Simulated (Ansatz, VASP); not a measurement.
## Al2O3: VASP beside Ansatz

File INCAR:

```
PREC = Accurate
ENCUT = 520
EDIFF = 1E-7
ISMEAR = -1
SIGMA = 0.02
LREAL = False
LASPH = True
NELM = 80
ALGO = Normal
ISIF = 2
LWAVE = False
LCHARG = False
GGA = PE
NBANDS = 35
```

The input KPOINTS:

```
Automatic mesh
0
Gamma
  6 6 6
```

Contents of POSCAR:

```
Al2O3
1.0
    2.3079805706      1.3325132037      4.3952333052
   -2.3079805706      1.3325132037      4.3952333052
    0.0000000000     -2.6650264074      4.3952333052
Al O
4 6
Direct
    0.8502195985      0.8502195985      0.8502195985
    0.3502195985      0.3502195985      0.3502195985
    0.1497804015      0.1497804015      0.1497804015
    0.6497804015      0.6497804015      0.6497804015
    0.4416689846      0.0583310154      0.7500000000
    0.0583310154      0.7500000000      0.4416689846
    0.5583310154      0.9416689846      0.2500000000
    0.2500000000      0.5583310154      0.9416689846
    0.9416689846      0.2500000000      0.5583310154
    0.7500000000      0.4416689846      0.0583310154
```

Input for Ansatz:

```yaml
crystal:
  lattice:
    - [2.3079805706, 1.3325132037, 4.3952333052]
    - [-2.3079805706, 1.3325132037, 4.3952333052]
    - [0.0, -2.6650264074, 4.3952333052]
  atoms:
    - { symbol: Al, position: [0.8502195985, 0.8502195985, 0.8502195985] }
    - { symbol: Al, position: [0.3502195985, 0.3502195985, 0.3502195985] }
    - { symbol: Al, position: [0.1497804015, 0.1497804015, 0.1497804015] }
    - { symbol: Al, position: [0.6497804015, 0.6497804015, 0.6497804015] }
    - { symbol: O, position: [0.4416689846, 0.0583310154, 0.75] }
    - { symbol: O, position: [0.0583310154, 0.75, 0.4416689846] }
    - { symbol: O, position: [0.5583310154, 0.9416689846, 0.25] }
    - { symbol: O, position: [0.25, 0.5583310154, 0.9416689846] }
    - { symbol: O, position: [0.9416689846, 0.25, 0.5583310154] }
    - { symbol: O, position: [0.75, 0.4416689846, 0.0583310154] }
kpoints:
  mp_grid: { grid: [6, 6, 6] }
  band_path:
    path:
      - [0.0, 0.0, 0.0]
      - [0.5, 0.5, 0.5]
      - [0.7662811645, 0.2337188355, 0.5]
      - [0.5, -0.2337188355, 0.2337188355]
      - [0.5, 0.0, 0.0]
      - [0.3668594178, -0.3668594178, 0.0]
      - [0.6331405822, 0.0, 0.3668594178]
      - [0.5, 0.0, 0.5]
    npoints: 1
hamiltonian:
  xc: pbe
scf:
  occupations: { method: fermi_dirac, width: 0.02 }
  n_extra_bands: 6
output:
  forces: true
  stress: true
  eigenvalues: true
```

Change from the starting cell: epitaxial_xy strain -3.0%.

Alike in both runs: task single point; functional PBE; k mesh 6 × 6 × 6; occupations fermi-dirac, width 0.02 eV; no spin polarisation.

```csv
,VASP,Ansatz
version,VASP 6.6.1,Ansatz 0.2.0
potentials or method,"VASP PAW PBE potentials, release 64 (Al, O)","plane waves, PAW"
plane-wave cutoff (eV),520,420
valence electrons in the cell,48,48
```

Ansatz gave:

- gap on the k mesh at the Fermi level (eV): 6.76
- pressure (GPa): 21.2
- traceless stress, the component that is largest in VASP (GPa): -12.99
- rms of the force components (eV/Å): 0.010

Task: What did VASP give for the same quantities?

Result: gap on the k mesh at the Fermi level (eV): 6.76; pressure (GPa): 21.1; traceless stress, the component that is largest in VASP (GPa): -13.05; rms of the force components (eV/Å): 0.009.

Atom by atom the forces differ by 0.001 eV/Å (rms over components).
